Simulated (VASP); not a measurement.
The system is Si3N4.

```
Si N
1.0
    -3.23735    3.23735    3.23735
     3.23735   -3.23735    3.23735
     3.23735    3.23735   -3.23735
Si N
6 8
Cartesian
  2.4280 3.2374 -1.6187
  -1.6187 2.4280 3.2374
  0.8093 3.2374 1.6187
  1.6187 0.8093 3.2373
  3.2374 -1.6187 2.4280
  3.2374 1.6187 0.8093
  1.8220 1.8220 1.8220
  0.2033 -0.2033 3.0340
  1.4154 4.6527 -1.4154
  3.0340 0.2033 -0.2033
  -1.4154 1.4154 4.6527
  0.2033 0.2033 0.2033
  4.6527 -1.4154 1.4154
  -0.2033 3.0340 0.2033
```

Base run:

* Program: VASP 6.6.1
* Functional: PBEsol
* Potentials or basis: VASP PAW PBE potentials, release 64 (Si, N)
* Cutoff: 520 eV
* k mesh: 6 × 6 × 6
* Occupations: fermi-dirac, width 0.02 eV
* Spin: no spin polarisation

Its results: band gap on the k mesh 3.94 eV (least direct gap 4.12 eV); pressure -2.1 GPa; largest force 0.016 eV/Å.

Problem. The run is repeated on the same cell with these changes: functional from PBEsol to LDA; potentials or basis from VASP PAW PBE potentials, release 64 (Si, N) to VASP PAW LDA potentials, release 64 (Si, N). What comes out?

Solution. Band gap on the k mesh 3.92 eV (least direct gap 4.10 eV); pressure -7.2 GPa; largest force 0.033 eV/Å.

Caveats: the PAW data sets were made with another functional, which shifts forces and pressure a little (at least some runs); the cell stands under tension (at least some runs).

A k mesh can miss the band edges.
